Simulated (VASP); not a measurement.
# AgI (F-43m) in VASP: further runs

Runs on AgI. Level: r2SCAN. Tasks: single point.

Program: VASP 6.6.1. These are calculated values, not measurements. Logs are shortened: lines on timing, memory, paths and dates and some standing lists are left out, and cuts for length are marked.

### Step 1. The cell of the first run

It takes space group F-43m (No. 216, cubic). Conventional cell: a = 6.511 Å, b = 6.511 Å, c = 6.511 Å, α = 90.00°, β = 90.00°, γ = 90.00°. Within 3.7 Å of Ag (site symmetry -43m) lie 4 I at 2.82 Å. Within 3.7 Å of I (site symmetry -43m) lie 4 Ag at 2.82 Å.

### Step 2. Single point, r2SCAN (volume changed by -3%)

POSCAR reads:

```
AgI
1.0
    0.0000000000      3.2554120205      3.2554120205
    3.2554120205      0.0000000000      3.2554120205
    3.2554120205      3.2554120205      0.0000000000
Ag I
1 1
Direct
    0.0000000000      0.0000000000      0.0000000000
    0.2500000000      0.2500000000      0.2500000000
```

INCAR.step1 reads:

```
SYSTEM = AgI
PREC = Accurate
ENCUT = 550
ISMEAR = 0
SIGMA = 0.01
LREAL = .False.
LASPH = .True.
NELM = 120
NBANDS = 16
GGA = PE
ALGO = Normal
EDIFF = 1E-5
LWAVE = .True.
LCHARG = .False.
GGA_COMPAT = .False.
```

INCAR.step2 reads:

```
SYSTEM = AgI
PREC = Accurate
ENCUT = 550
EDIFF = 1E-6
ISMEAR = 0
SIGMA = 0.01
LREAL = .False.
LASPH = .True.
NELM = 120
ALGO = Normal
ISIF = 2
LWAVE = .False.
LCHARG = .False.
METAGGA = R2SCAN
LMIXTAU = .True.
NBANDS = 16
ISTART = 1
GGA_COMPAT = .False.
```

KPOINTS reads:

```
regular mesh
0
Gamma
  6 6 6
  0 0 0
```

Potentials or basis: VASP PAW PBE potentials, release 64 (Ag, I).

Command:

```
cat potpaw_PBE.64/Ag/POTCAR potpaw_PBE.64/I/POTCAR > POTCAR
cp INCAR.step1 INCAR
mpirun -np 1 vasp_std > vasp.out
cp INCAR.step2 INCAR
mpirun -np 1 vasp_std > vasp.out
```

OUTCAR:

```text
SYSTEM = AgI
   PREC = Accurate
   ENCUT = 550
   EDIFF = 1E-6
   ISMEAR = 0
   LREAL = .False.
   LASPH = .True.
   NELM = 120
   ISIF = 2
   METAGGA = R2SCAN
   ISTART = 1

 ion  position               nearest neighbor table
   1  0.000  0.000  0.000-   2 2.82   2 2.82   2 2.82   2 2.82
   2  0.250  0.250  0.250-   1 2.82   1 2.82   1 2.82   1 2.82

  LATTYP: Found a face centered cubic cell.
 ALAT       =     6.5108240410

  Lattice vectors:

 A1 = (   0.0000000000,   3.2554120205,   3.2554120205)
 A2 = (   3.2554120205,   0.0000000000,   3.2554120205)
 A3 = (   3.2554120205,   3.2554120205,   0.0000000000)

Analysis of symmetry for initial positions (statically):
=====================================================================
 Subroutine PRICEL returns:
 Original cell was already a primitive cell.

 Routine SETGRP: Setting up the symmetry group for a
 face centered cubic supercell.

 Subroutine GETGRP returns: Found 24 space group operations
 (whereof 24 operations were pure point group operations)
 out of a pool of 48 trial point group operations.

The static configuration has the point symmetry T_d .

Analysis of symmetry for dynamics (positions and initial velocities):
=====================================================================
 Subroutine PRICEL returns:
 Original cell was already a primitive cell.

 Routine SETGRP: Setting up the symmetry group for a
 face centered cubic supercell.

 Subroutine GETGRP returns: Found 24 space group operations
 (whereof 24 operations were pure point group operations)
 out of a pool of 48 trial point group operations.

The dynamic configuration has the point symmetry T_d .

 Subroutine INISYM returns: Found 24 space group operations
 (whereof 24 operations are pure point group operations),
 and found     1 'primitive' translations

----------------------------------------------------------------------------------------

                                     Primitive cell

  volume of cell :      68.9998

  direct lattice vectors                    reciprocal lattice vectors
     0.000000000  3.255412021  3.255412021    -0.153590389  0.153590389  0.153590389
     3.255412021  0.000000000  3.255412021     0.153590389 -0.153590389  0.153590389
     3.255412021  3.255412021  0.000000000     0.153590389  0.153590389 -0.153590389

  length of vectors
     4.603847831  4.603847831  4.603847831     0.266026358  0.266026358  0.266026358

[... 70 lines left out ...]
   NELM   =    120;   NELMIN=  2; NELMDL=  0     # of ELM steps
   EDIFF  = 0.1E-05   stopping-criterion for ELM
   LREAL  =      F    real-space projection
   EDIFFG = 0.1E-04   stopping-criterion for IOM
   NSW    =      0    number of steps for IOM
   IBRION =     -1    ionic relax: 0-MD 1-quasi-New 2-CG
   NFREE  =      0    steps in history (QN), initial steepest desc. (CG)
   ISIF   =      2    stress and relaxation
   ISYM   =      2    0-nonsym 1-usesym 2-fastsym
   POTIM  = 0.5000    time-step for ionic-motion
   TEBEG  =    0.0;   TEEND  =   0.0 temperature during run
   PSTRESS=    0.0 pullay stress
   NELECT =      18.0000    total number of electrons
   NUPDOWN=      -1.0000    fix difference up-down
   EMIN   =  10.00;   EMAX   =-10.00  energy-range for DOS
   EFERMI =   0.00;   METHOD = LEGACY
   ISMEAR =     0;   SIGMA  =   0.01  broadening in eV -4-tet -1-fermi 0-gaus
   EFERMI_NEDOS =   21; number of points for ismear=-14 and -15
   IALGO  =     38    algorithm
   IMIX   =      4    mixing-type and parameters
     AMIX     =   0.40;   BMIX     =  1.00
     AMIX_MAG =   1.60;   BMIX_MAG =  1.00
  volume/ion in A,a.u.               =      34.50       232.82
  Fermi-wavevector in a.u.,A,eV,Ry     =   1.046043  1.976735 14.887587  1.094207
  Thomas-Fermi vector in A             =   2.180865
   LORBIT       =      0    0 simple, 1 ext, 2 COOP (PROOUT), +10 PAW based schemes
   METAGGA = R2SCAN    functional components
   LHFCALC =     F    Hartree Fock is set to
   AEXX    =    0.0000 exact exchange contribution
   IVDW    =     0    specifies the selected vdW correction
   LEPSILON=     F    determine dielectric tensor
   LRPA    =     F    only Hartree local field effects (RPA)
 non-spin polarized calculation
 Gauss-broadening in eV      SIGMA  =   0.01
  energy-cutoff  :      550.00
  volume of cell :       69.00
 maximum number of plane-waves:      2085
   NGX = 17   NGY = 17   NGZ = 17

 number of electron      17.9999999 magnetization

 Free energy of the ion-electron system (eV)
  ---------------------------------------------------
  ext. energy  EPLUGINS =         0.00000000
  ---------------------------------------------------
  free energy    TOTEN  =       -46.52006829 eV

  energy without entropy =      -46.52006829  energy(sigma->0) =      -46.52006829

 E-fermi :   2.8621     XC(G=0):  -8.9081

 val. band max:        2.7934303237   @ k =   0.0000   0.0000   0.0000
 cond. band min:       4.5836355906   @ k =   0.0000   0.0000   0.0000
 fundamental gap:      1.7902052669
 Fermi energy:         2.8620526129

 k-point     1 :       0.0000    0.0000    0.0000
  band No.  band energies     occupation
      1     -10.3747      2.00000
      2      -1.4966      2.00000
      3      -1.4966      2.00000
      4      -1.4966      2.00000
      5      -0.2737      2.00000
      6      -0.2737      2.00000
[... 281 lines left out ...]
      3      -1.0789      2.00000
      4      -0.9747      2.00000
      5      -0.2829      2.00000
      6      -0.0243      2.00000
[... 8 lines left out ...]
     15      14.8728      0.00000
     16      15.0759      0.00000

------------------------ aborting loop because EDIFF is reached ----------------------------------------

  FORCE on cell =-STRESS in cart. coord.  units (eV):
  Direction    XX          YY          ZZ          XY          YZ          ZX
  --------------------------------------------------------------------------------------
  -------------------------------------------------------------------------------------
  Total        0.3610178      0.3610178      0.3610178     -0.0000000      0.0000000      0.0000000
  in kB        8.3828428      8.3828428      8.3828428     -0.0000000      0.0000000      0.0000000
  external PRESSURE =       8.3828428 kB  Pullay stress =       0.0000000 kB

 VOLUME and BASIS-vectors are now :
 -----------------------------------------------------------------------------
  energy-cutoff  :      550.00
  volume of cell :       69.00
      direct lattice vectors                 reciprocal lattice vectors
     0.000000000  3.255412021  3.255412021    -0.153590389  0.153590389  0.153590389
     3.255412021  0.000000000  3.255412021     0.153590389 -0.153590389  0.153590389
     3.255412021  3.255412021  0.000000000     0.153590389  0.153590389 -0.153590389

 POSITION                                       TOTAL-FORCE (eV/Angst)
 -----------------------------------------------------------------------------------
      0.00000      0.00000      0.00000         0.000000      0.000000      0.000000
      1.62771      1.62771      1.62771        -0.000000     -0.000000     -0.000000
 -----------------------------------------------------------------------------------
    total drift:                               -0.000000     -0.000000     -0.000000

  FREE ENERGIE OF THE ION-ELECTRON SYSTEM (eV)
  ---------------------------------------------------
  free  energy   TOTEN  =       -46.5200682901 eV

  energy  without entropy=      -46.5200682901  energy(sigma->0) =      -46.52006829
```

OUTCAR.step1:

```text
SYSTEM = AgI
   PREC = Accurate
   ENCUT = 550
   ISMEAR = 0
   LREAL = .False.
   LASPH = .True.
[... 514 lines left out ...]
      0.00000      0.00000      0.00000         0.000000      0.000000      0.000000
      1.62771      1.62771      1.62771        -0.000000     -0.000000     -0.000000
 -----------------------------------------------------------------------------------
    total drift:                               -0.000000     -0.000000     -0.000000

  FREE ENERGIE OF THE ION-ELECTRON SYSTEM (eV)
  ---------------------------------------------------
  free  energy   TOTEN  =        -4.7737671841 eV

  energy  without entropy=       -4.7737671841  energy(sigma->0) =       -4.77376718
```

It used 160 s of CPU time on 1 thread of AMD EPYC 7R13 Processor (Zen 3), on a shared host.

Results:

| Quantity | Value |
| --- | --- |
| Free energy | -46.5201 eV |
| Pressure | 0.8 GPa |
| Band gap on the k mesh | 1.79 eV, direct |

Caveat: the cell differs from its parent crystal (volume changed by -3%); the PAW data sets were made with another functional, which shifts forces and pressure a little; spin-orbit coupling is left out, which moves the levels of the heavy elements.

### Step 3. Single point, r2SCAN

This run uses another cell than the first one, of 35.57 Å³/atom, 1.031 times its volume.

POSCAR reads:

```
AgI
1.0
    0.0000000000      3.2886328050      3.2886328050
    3.2886328050      0.0000000000      3.2886328050
    3.2886328050      3.2886328050      0.0000000000
Ag I
1 1
Direct
    0.0000000000      0.0000000000      0.0000000000
    0.2500000000      0.2500000000      0.2500000000
```

INCAR.step1 reads:

```
PREC = Accurate
ENCUT = 550
ISMEAR = 0
SIGMA = 0.01
LREAL = F
LASPH = T
NELM = 120
NBANDS = 16
GGA = PE
ALGO = Normal
EDIFF = 1E-5
LWAVE = T
LCHARG = F
GGA_COMPAT = F
```

INCAR.step2 reads:

```
PREC = Accurate
ENCUT = 550
EDIFF = 1E-6
ISMEAR = 0
SIGMA = 0.01
LREAL = F
LASPH = T
NELM = 120
ALGO = Normal
ISIF = 2
LWAVE = F
LCHARG = F
METAGGA = R2SCAN
LMIXTAU = T
NBANDS = 16
ISTART = 1
GGA_COMPAT = F
```

KPOINTS reads:

```
Automatic mesh
0
Gamma
  6 6 6
```

Potentials or basis: VASP PAW PBE potentials, release 64 (Ag, I).

Command:

```
cat potpaw_PBE.64/Ag/POTCAR potpaw_PBE.64/I/POTCAR > POTCAR
cp INCAR.step1 INCAR
mpirun -np 1 vasp_std > vasp.out
cp INCAR.step2 INCAR
mpirun -np 1 vasp_std > vasp.out
```

It used 140 s of CPU time on 1 thread of AMD EPYC 7R13 Processor (Zen 3), on a shared host.

The run converged. Its results:

```
Free energy            : -46.5252 eV
Pressure               : -0.1 GPa
Band gap on the k mesh : 1.79 eV, direct
```

Levels at points of the mesh, in eV from the valence-band top:
```csv
k point,band 7,band 8,band 9,band 10,band 11,band 12
"(0.00, 0.00, 0.00)",0.00,0.00,0.00,1.79,6.31,6.31
"(0.50, 0.00, 0.00)",-2.80,-0.68,-0.68,3.22,6.71,6.71
"(0.50, 0.50, 0.00)",-2.46,-1.70,-1.70,3.98,4.23,8.85
```

Caveat: the PAW data sets were made with another functional, which shifts forces and pressure a little; spin-orbit coupling is left out, which moves the levels of the heavy elements.

(Part 1 of 2 ends here.)
